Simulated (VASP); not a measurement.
Set up this calculation in VASP 6.6.1, as the native input.

```
Task                   : relaxation of cell and atoms
Functional             : LDA
Potentials or basis    : VASP PAW LDA potentials, release 64 (Cu, I)
Cutoff                 : 600 eV
k mesh                 : 6 × 6 × 6
Occupations            : gaussian, width 0.01 eV
Spin                   : no spin polarisation
Target pressure        : -2 GPa
Dipole correction      : no
Further INCAR settings : ALGO = Normal; EDIFF = 1e-07; IBRION = 2; EDIFFG = -0.002; NSW = 100; ISIF = 3
```

The structure of CuI (Marshite) lies in POSCAR:

```
CuI
1.0
    2.9309887319      2.9309887319      0.0000000000
   -2.9309887319      2.9309887319      0.0000000000
    0.0000000000      2.9309887319      2.9309887319
Cu I
1 1
Direct
    0.7500000000      0.2500000000      0.5000000000
    0.0000000000      0.0000000000      0.0000000000
```

One way to write it, as run:

INCAR

```
SYSTEM = CuI
PREC = Accurate ; ENCUT = 600
EDIFF = 1E-7 ; ISMEAR = 0
SIGMA = 0.01 ; LREAL = .FALSE.
LASPH = .TRUE. ; NELM = 80
ALGO = Normal ; ISIF = 3
LWAVE = .FALSE. ; LCHARG = .FALSE.
GGA = CA ; IBRION = 2
NSW = 100 ; EDIFFG = -0.002
PSTRESS = -20.0
```

KPOINTS

```
Automatic mesh
0
G
  6 6 6
  0 0 0
```

Potentials or basis: VASP PAW LDA potentials, release 64 (Cu, I).

The run is started by

```console
$ cat potpaw_LDA.64/Cu/POTCAR potpaw_LDA.64/I/POTCAR > POTCAR
$ mpirun -np 1 vasp_std > vasp.out
```

Results of the run:

```
Relaxed volume                                         : 26.25 Å³/atom
Relaxed cell                                           : a = 4.203 Å, b = 4.203 Å, c = 4.203 Å, α = 60.00°, β = 60.00°, γ = 90.00°
Space group after relaxing (to 0.05 Å)                 : F-43m (No. 216)
Energy change on relaxing (the enthalpy is what falls) : +6.4 meV/atom
Ionic steps                                            : 5
Pressure after relaxing                                : -2.0 GPa
Band gap on the k mesh                                 : 1.16 eV, direct
```

Caveat: the cell is relaxed towards a set pressure, so the enthalpy falls and the energy may rise; spin-orbit coupling is left out, which moves the levels of the heavy elements.

Wall time 33 s on 1 thread of AMD EPYC 9R45 96-Core Processor (Zen 5), on a shared host, peak memory 0.15 GiB.
